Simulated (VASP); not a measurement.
# Se (P3_121) in VASP: further runs, part 2 of 2

VASP 6.6.1. Earlier steps stand in the parts before.

## Step 4: Electric field gradients, PBE (27.81 Å³/atom)

This run uses another cell than the first one, of 27.81 Å³/atom.

Input file INCAR:

```
ALGO     = Normal         # electronic algorithm
EDIFF    = 1E-8           # SCF threshold, eV
ENCUT    = 520            # plane-wave cutoff, eV
GGA      = PE             # functional
ISIF     = 2              # what is computed and relaxed
ISMEAR   = -1             # smearing method
LASPH    = T              # aspherical terms in the spheres
LCHARG   = F              # write CHGCAR
LEFG     = T            
LREAL    = F              # projectors in reciprocal space
LWAVE    = F              # write WAVECAR
NBANDS   = 16             # bands
NELM     = 80             # most SCF steps
PREC     = Accurate       # precision mode
SIGMA    = 0.03           # smearing width, eV
```

Input file KPOINTS:

```
k-points
0
Gamma
  6 6 5
```

Input file POSCAR:

```
Se
1.0
    4.3951160230      0.0000000000      0.0000000000
   -2.1975580116      3.8062821286      0.0000000000
    0.0000000000      0.0000000000      4.9864062541
Se
3
Direct
    0.2254000000      0.0000000000      0.3333333333
    0.0000000000      0.2254000000      0.6666666667
    0.7746000000      0.7746000000      0.0000000000
```

Potentials or basis: VASP PAW PBE potentials, release 64 (Se).

On the command line:

```console
cat potpaw_PBE.64/Se/POTCAR > POTCAR
mpirun -np 1 vasp_std > vasp.out
```

OUTCAR:

```text
EDIFF = 1E-8
   ENCUT = 520
   GGA = PE
   ISIF = 2
   ISMEAR = -1
   LASPH = T
   LREAL = F
   NELM = 80
   PREC = Accurate

 ion  position               nearest neighbor table
   1  0.225  0.000  0.333-   3 2.39   2 2.39
   2  0.000  0.225  0.667-   3 2.39   1 2.39
   3  0.775  0.775  0.000-   1 2.39   2 2.39

  LATTYP: Found a hexagonal cell.
 ALAT       =     4.3951160230
 C/A-ratio  =     1.1345334749

  Lattice vectors:

 A1 = (   4.3951160230,   0.0000000000,   0.0000000000)
 A2 = (  -2.1975580116,   3.8062821286,   0.0000000000)
 A3 = (   0.0000000000,   0.0000000000,   4.9864062541)

Analysis of symmetry for initial positions (statically):
=====================================================================
 Subroutine PRICEL returns:
 Original cell was already a primitive cell.

 Routine SETGRP: Setting up the symmetry group for a
 hexagonal supercell.

 Subroutine GETGRP returns: Found  6 space group operations
 (whereof  2 operations were pure point group operations)
 out of a pool of 24 trial point group operations.

The static configuration has the point symmetry C_2 .
 The point group associated with its full space group is D_3 .

Analysis of symmetry for dynamics (positions and initial velocities):
=====================================================================
 Subroutine PRICEL returns:
 Original cell was already a primitive cell.

 Routine SETGRP: Setting up the symmetry group for a
 hexagonal supercell.

 Subroutine GETGRP returns: Found  6 space group operations
 (whereof  2 operations were pure point group operations)
 out of a pool of 24 trial point group operations.

The dynamic configuration has the point symmetry C_2 .
 The point group associated with its full space group is D_3 .

 Subroutine INISYM returns: Found  6 space group operations
 (whereof  2 operations are pure point group operations),
 and found     1 'primitive' translations

----------------------------------------------------------------------------------------

                                     Primitive cell

  volume of cell :      83.4178

  direct lattice vectors                    reciprocal lattice vectors
     4.395116023  0.000000000  0.000000000     0.227525279  0.131361781  0.000000000
    -2.197558012  3.806282129  0.000000000     0.000000000  0.262723562  0.000000000
     0.000000000  0.000000000  4.986406254     0.000000000  0.000000000  0.200545232

  length of vectors
     4.395116023  4.395116023  4.986406254     0.262723562  0.262723562  0.200545232

  position of ions in fractional coordinates (direct lattice)
     0.225400000  0.000000000  0.333333333
     0.000000000  0.225400000  0.666666667
     0.774600000  0.774600000  0.000000000

  ion indices of the primitive-cell ions
   primitive index   ion index
                 1           1
                 2           2
                 3           3

----------------------------------------------------------------------------------------

[... 82 lines left out ...]
   EMIN   =  10.00;   EMAX   =-10.00  energy-range for DOS
   EFERMI =   0.00;   METHOD = LEGACY
   ISMEAR =    -1;   SIGMA  =   0.03  broadening in eV -4-tet -1-fermi 0-gaus
   EFERMI_NEDOS =   21; number of points for ismear=-14 and -15
   IALGO  =     38    algorithm
   IMIX   =      4    mixing-type and parameters
     AMIX     =   0.40;   BMIX     =  1.00
     AMIX_MAG =   1.60;   BMIX_MAG =  1.00
  volume/ion in A,a.u.               =      27.81       187.64
  Fermi-wavevector in a.u.,A,eV,Ry     =   0.981927  1.855574 13.118482  0.964181
  Thomas-Fermi vector in A             =   2.112971
   LORBIT       =      0    0 simple, 1 ext, 2 COOP (PROOUT), +10 PAW based schemes
   GGA     = PE    functional components
   LHFCALC =     F    Hartree Fock is set to
   AEXX    =    0.0000 exact exchange contribution
   IVDW    =     0    specifies the selected vdW correction
   LEPSILON=     F    determine dielectric tensor
   LRPA    =     F    only Hartree local field effects (RPA)
 non-spin polarized calculation
  energy-cutoff  :      520.00
  volume of cell :       83.42
 maximum number of plane-waves:      2258
 NGX is ok and might be reduce to    36
   NGX = 17   NGY = 17   NGZ = 19

 number of electron      18.0000000 magnetization

 Free energy of the ion-electron system (eV)
  ---------------------------------------------------
  ext. energy  EPLUGINS =         0.00000000
  ---------------------------------------------------
  free energy    TOTEN  =       -10.49341738 eV

  energy without entropy =      -10.49341738  energy(sigma->0) =      -10.49341738

 E-fermi :   3.0394     XC(G=0):  -8.7566

 val. band max:        2.3711183146   @ k =  -0.1667   0.5000   0.4000
 cond. band min:       3.6920587347   @ k =   0.0000   0.0000   0.4000
 fundamental gap:      1.3209404202
 Fermi energy:         3.0394338866

 k-point     1 :       0.0000    0.0000    0.0000
  band No.  band energies     occupation
      1     -13.2119      2.00000
      2      -9.2015      2.00000
      3      -9.2015      2.00000
      4      -1.3014      2.00000
      5      -1.3014      2.00000
      6      -1.1877      2.00000
[... 433 lines left out ...]
      3      -7.7514      2.00000
      4      -2.7449      2.00000
      5      -1.8741      2.00000
      6      -1.2932      2.00000
[... 8 lines left out ...]
     15      10.4304      0.00000
     16      10.8171      0.00000

 [... further k-points ...]

------------------------ aborting loop because EDIFF is reached ----------------------------------------

  FORCE on cell =-STRESS in cart. coord.  units (eV):
  Direction    XX          YY          ZZ          XY          YZ          ZX
  --------------------------------------------------------------------------------------
  -------------------------------------------------------------------------------------
  Total        0.7003446      0.7003446      1.2975994     -0.0000000     -0.0000000      0.0000000
  in kB       13.4512737     13.4512737     24.9225359     -0.0000000     -0.0000000      0.0000000
  external PRESSURE =      17.2750278 kB  Pullay stress =       0.0000000 kB

 VOLUME and BASIS-vectors are now :
 -----------------------------------------------------------------------------
  energy-cutoff  :      520.00
  volume of cell :       83.42
      direct lattice vectors                 reciprocal lattice vectors
     4.395116023  0.000000000  0.000000000     0.227525279  0.131361781  0.000000000
    -2.197558012  3.806282129  0.000000000     0.000000000  0.262723562  0.000000000
     0.000000000  0.000000000  4.986406254     0.000000000  0.000000000  0.200545232

 POSITION                                       TOTAL-FORCE (eV/Angst)
 -----------------------------------------------------------------------------------
      0.99066      0.00000      1.66214         0.226956     -0.000000      0.000000
     -0.49533      0.85794      3.32427        -0.113478      0.196550     -0.000000
      1.70223      2.94835      0.00000        -0.113478     -0.196550      0.000000
 -----------------------------------------------------------------------------------
    total drift:                                0.000000      0.000001     -0.000000

  FREE ENERGIE OF THE ION-ELECTRON SYSTEM (eV)
  ---------------------------------------------------
  free  energy   TOTEN  =       -10.4934173789 eV

  energy  without entropy=      -10.4934173788  energy(sigma->0) =      -10.49341738

 Electric field gradients (V/A^2)
---------------------------------------------------------------------
 ion       V_xx      V_yy      V_zz      V_xy      V_xz      V_yz
---------------------------------------------------------------------
   1     170.844  -344.766   173.923    -0.000    -0.000   333.744
   2    -215.864    41.941   173.923  -223.266  -289.031  -166.872
   3    -215.864    41.941   173.922   223.265   289.031  -166.872
---------------------------------------------------------------------

 Electric field gradients after diagonalization (V/A^2)
 (convention: |V_zz| > |V_xx| > |V_yy|)
----------------------------------------------------------------------
 ion       V_xx      V_yy      V_zz     asymmetry (V_yy - V_xx)/ V_zz
----------------------------------------------------------------------
   1     337.242   170.844  -508.086       0.328
   2     337.242   170.844  -508.086       0.328
   3     337.242   170.843  -508.085       0.328
----------------------------------------------------------------------

           NMR quadrupolar parameters

 Cq : quadrupolar parameter    Cq=e*Q*V_zz/h
 eta: asymmetry parameters     (V_yy - V_xx)/ V_zz
 Q  : nuclear electric quadrupole moment in mb (millibarn)
----------------------------------------------------------------------
 ion       Cq(MHz)       eta       Q (mb)
----------------------------------------------------------------------
   1      -1.229       0.328       1.000
   2      -1.229       0.328       1.000
   3      -1.229       0.328       1.000
----------------------------------------------------------------------
```

It took 14 s on 1 thread of Intel Xeon 6975P-C (Granite Rapids), shared host; peak memory 0.22 GiB.

What came out:

```yaml
Free_energy: -10.4934 eV
Pressure: 1.7 GPa
Largest_force: 0.227 eV/Å
Band_gap_on_the_k_mesh: 1.32 eV (least direct gap 1.47 eV)
Largest_electric_field_gradient_by_atom: Se -508.1 V/Å²
```

Forces on the atoms (eV/Å):
```
Se   0.227  0.000  0.000
Se  -0.113  0.197  0.000
Se  -0.113 -0.197  0.000
```

Stress tensor (GPa, compression positive):
```
1.35 0.00 0.00
0.00 1.35 0.00
0.00 0.00 2.49
```

Electric field gradients, principal values (V/Å²):
```
atom    least   middle  greatest (by size)
1 Se  170.844  337.242            -508.086
2 Se  170.844  337.242            -508.086
3 Se  170.843  337.242            -508.085
```

Caveat: without QUAD_EFG the Cq values of the log hold for a quadrupole moment of 1 mb, not for the nuclei; an odd mesh through Γ misses points on the zone boundary, where band edges can lie.

## Step 5: Electric field gradients, PBE (28.90 Å³/atom)

This run uses another cell than the first one, of 28.90 Å³/atom.

Input file INCAR:

```
SYSTEM = Se
ALGO = Normal ; EDIFF = 1E-8
ENCUT = 520 ; GGA = PE
ISIF = 2 ; ISMEAR = -1
LASPH = .TRUE. ; LCHARG = .FALSE.
LEFG = .TRUE. ; LREAL = .FALSE.
LWAVE = .FALSE. ; NBANDS = 16
NELM = 60 ; PREC = Accurate
SIGMA = 0.03
```

Input file KPOINTS:

```
k-points
0
G
  6 6 5
  0 0 0
```

Input file POSCAR:

```
Se
1.0
    4.4518334532      0.0000000000      0.0000000000
   -2.2259167266      3.8554008639      0.0000000000
    0.0000000000      0.0000000000      5.0507540772
Se
3
Direct
    0.2254000000      0.0000000000      0.3333333333
    0.0000000000      0.2254000000      0.6666666667
    0.7746000000      0.7746000000      0.0000000000
```

Potentials or basis: VASP PAW PBE potentials, release 64 (Se).

On the command line:

```console
cat potpaw_PBE.64/Se/POTCAR > POTCAR
mpirun -np 1 vasp_std > vasp.out
```

OUTCAR:

```text
SYSTEM = Se
   EDIFF = 1E-8
   ENCUT = 520
   GGA = PE
   ISIF = 2
   ISMEAR = -1
   LASPH = .TRUE.
   LREAL = .FALSE.
   NELM = 60
   PREC = Accurate

 ion  position               nearest neighbor table
   1  0.225  0.000  0.333-   3 2.42   2 2.42
   2  0.000  0.225  0.667-   3 2.42   1 2.42
   3  0.775  0.775  0.000-   1 2.42   2 2.42

  LATTYP: Found a hexagonal cell.
 ALAT       =     4.4518334532
 C/A-ratio  =     1.1345334749

  Lattice vectors:

 A1 = (   4.4518334532,   0.0000000000,   0.0000000000)
 A2 = (  -2.2259167266,   3.8554008639,   0.0000000000)
 A3 = (   0.0000000000,   0.0000000000,   5.0507540772)

Analysis of symmetry for initial positions (statically):
=====================================================================
 Subroutine PRICEL returns:
 Original cell was already a primitive cell.

 Routine SETGRP: Setting up the symmetry group for a
[... 653 lines left out ...]
    -2.225916727  3.855400864  0.000000000     0.000000000  0.259376401  0.000000000
     0.000000000  0.000000000  5.050754077     0.000000000  0.000000000  0.197990238

 POSITION                                       TOTAL-FORCE (eV/Angst)
 -----------------------------------------------------------------------------------
      1.00344      0.00000      1.68358        -0.141815     -0.000000      0.000000
     -0.50172      0.86901      3.36717         0.070907     -0.122815     -0.000000
      1.72420      2.98639      0.00000         0.070907      0.122815      0.000000
 -----------------------------------------------------------------------------------
    total drift:                                0.000000      0.000001      0.000000

  FREE ENERGIE OF THE ION-ELECTRON SYSTEM (eV)
  ---------------------------------------------------
  free  energy   TOTEN  =       -10.5072699946 eV

  energy  without entropy=      -10.5072699946  energy(sigma->0) =      -10.50726999

 Electric field gradients (V/A^2)
---------------------------------------------------------------------
 ion       V_xx      V_yy      V_zz      V_xy      V_xz      V_yz
---------------------------------------------------------------------
   1     178.284  -352.430   174.147    -0.000     0.000   338.794
   2    -219.752    45.605   174.147  -229.806  -293.404  -169.397
   3    -219.752    45.605   174.147   229.806   293.404  -169.397
---------------------------------------------------------------------

 Electric field gradients after diagonalization (V/A^2)
 (convention: |V_zz| > |V_xx| > |V_yy|)
----------------------------------------------------------------------
 ion       V_xx      V_yy      V_zz     asymmetry (V_yy - V_xx)/ V_zz
----------------------------------------------------------------------
   1     339.930   178.284  -518.213       0.312
   2     339.930   178.284  -518.213       0.312
   3     339.930   178.283  -518.213       0.312
----------------------------------------------------------------------

           NMR quadrupolar parameters

 Cq : quadrupolar parameter    Cq=e*Q*V_zz/h
 eta: asymmetry parameters     (V_yy - V_xx)/ V_zz
 Q  : nuclear electric quadrupole moment in mb (millibarn)
----------------------------------------------------------------------
 ion       Cq(MHz)       eta       Q (mb)
----------------------------------------------------------------------
   1      -1.253       0.312       1.000
   2      -1.253       0.312       1.000
   3      -1.253       0.312       1.000
----------------------------------------------------------------------
```

Wall time 14 s (1 thread of Intel Xeon 6975P-C (Granite Rapids), shared host); peak memory 0.21 GiB.

Results:

```
Free energy                             : -10.5073 eV
Pressure                                : -0.3 GPa
Largest force                           : 0.142 eV/Å
Band gap on the k mesh                  : 1.33 eV (least direct gap 1.40 eV)
Largest electric field gradient by atom : Se -518.2 V/Å²
```

Forces in eV/Å, atoms in the order of the input:
```
Se  -0.142  0.000  0.000
Se   0.071 -0.123  0.000
Se   0.071  0.123  0.000
```

Levels at points of the mesh, in eV from the valence-band top:
```tsv
k point	band 5	band 6	band 7	band 8	band 9	band 10	band 11	band 12	band 13	band 14
(0.00, 0.00, 0.00)	-3.56	-3.38	-1.73	-1.73	-0.24	1.90	1.90	2.25	6.15	6.73
(0.50, 0.00, 0.00)	-4.33	-3.09	-2.58	-1.53	-0.79	1.99	2.36	3.94	5.56	7.75
```

Electric field gradients, principal values (V/Å²):
```
atom    least   middle  greatest (by size)
1 Se  178.284  339.930            -518.213
2 Se  178.284  339.930            -518.213
3 Se  178.283  339.930            -518.213
```

Caveat: without QUAD_EFG the Cq values of the log hold for a quadrupole moment of 1 mb, not for the nuclei; an odd mesh through Γ misses points on the zone boundary, where band edges can lie.

## Step 6: Summary

```csv
cell,gap on the mesh (eV),pressure (GPa),largest force (eV/Å)
"a = 4.307, b = 4.307, c = 4.887 Å, angles 90.0, 90.0, 120.0°, 3 atoms",1.29,5.7,0.89
"a = 4.352, b = 4.352, c = 4.937 Å, angles 90.0, 90.0, 120.0°, 3 atoms",1.31,3.6,0.54
"a = 4.395, b = 4.395, c = 4.986 Å, angles 90.0, 90.0, 120.0°, 3 atoms",1.32,1.7,0.23
"a = 4.452, b = 4.452, c = 5.051 Å, angles 90.0, 90.0, 120.0°, 3 atoms",1.33,-0.3,0.14
```

Alike in all rows: task electric field gradients; level PBE; potentials or basis VASP PAW PBE potentials, release 64 (Se); no spin polarisation; k mesh 6 × 6 × 5; cutoff (eV) 520; smearing fermi-dirac 0.03 eV.

Caveats: an odd mesh through Γ misses points on the zone boundary, where band edges can lie; the cell stands under pressure (at least some runs).

Total energies depend on the potentials used, so only differences within one code and one set of settings carry meaning.
